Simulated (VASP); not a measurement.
Set up this calculation in VASP 6.6.1, as the native input.

| Item | Value |
| --- | --- |
| Task | single point |
| Functional | PBE |
| Potentials or basis | VASP PAW PBE potentials, release 64 (Sb) |
| Cutoff | 520 eV |
| k mesh | 13 × 13 × 13 |
| Occupations | fermi-dirac, width 0.05 eV |
| Spin | no spin polarisation |
| Dipole correction | no |
| Further INCAR settings | ALGO = Normal; EDIFF = 1e-07; NBANDS = 8 |

The structure of Sb lies in POSCAR:

```
Sb
1.0
    3.1600000000      0.0474000000      0.0474000000
    0.0474000000      3.1600000000      0.0474000000
    0.0474000000      0.0474000000      3.1600000000
Sb
1
Direct
    0.0000000000      0.0000000000      0.0000000000
```

This cell differs from its parent crystal: equal xy, yz and zx shear strains of +3 %.

One way to write it, as run:

INCAR

```
ALGO = Normal ; EDIFF = 1E-7
ENCUT = 520 ; GGA = PE
ISIF = 2 ; ISMEAR = -1
LASPH = T ; LCHARG = T
LELF = T ; LREAL = F
LVHAR = T ; LWAVE = F
NBANDS = 8 ; NELM = 60
PREC = Accurate ; SIGMA = 0.05
```

KPOINTS

```
k-points
0
Gamma
  13 13 13
```

Potentials or basis: VASP PAW PBE potentials, release 64 (Sb).

Command:

```bash
$ cat potpaw_PBE.64/Sb/POTCAR > POTCAR
$ mpirun -np 1 vasp_std > vasp.out
```

Results of the run:

```
Pressure : -2.5 GPa
```

Caveat: the cell differs from its parent crystal (equal xy, yz and zx shear strains of +3 %).

Wall time 27 s on 1 thread of Intel(R) Xeon(R) Platinum 8488C (Sapphire Rapids), with other jobs on the host, peak memory 0.18 GiB.
